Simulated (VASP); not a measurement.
The system is LiMo.

```
Mo Li
1.0
     3.33000    0.00000    0.00000
     0.00000    3.33000    0.00000
     0.00000    0.00000    3.33000
Mo Li
1 1
Direct
  0.00000 0.00000 0.00000
  0.50000 0.50000 0.50000
```

```yaml
Program: VASP 6.6.1
Task: relaxation of volume and atoms at fixed shape
Functional: LDA
Potentials_or_basis: VASP PAW LDA potentials, release 64 (Mo_sv, Li_sv)
Cutoff: 600 eV
k_mesh: 12 × 12 × 12
Occupations: fermi-dirac, width 0.05 eV
Spin: no spin polarisation
```

At the start: pressure -22.4 GPa; volume 18.46 Å³/atom.

**Question.** Where does the relaxation end?

**Answer.** Over 3 steps the energy falls by 591.5 meV/atom and the volume is 12.50 Å³/atom (-32.3 %); space group Pm-3m (No. 221, to 0.05 Å).

The path:
| step | energy change (eV) | largest force (eV/Å) | pressure (GPa) | volume (Å³) |
| --- | --- | --- | --- | --- |
| 1 | 0.0000 | 0.0000 | -22.43 | 36.93 |
| 2 | -1.1820 | 0.0000 | 1.29 | 24.76 |
| 3 | -1.1829 | 0.0000 | 0.05 | 24.99 |

Final structure:
```
CELL_PARAMETERS angstrom
2.92364 0.00000 0.00000
0.00000 2.92364 0.00000
0.00000 0.00000 2.92364
ATOMIC_POSITIONS crystal
Mo 0.00000 0.00000 0.00000
Li 0.50000 0.50000 0.50000
```

Caveat: the cutoff is under 1.25 times the usual one of these potentials, so pressure, stress and relaxed cells hold a basis-set (Pulay) error; the volume moved by over 15 % at a fixed basis, so the end points are rough.
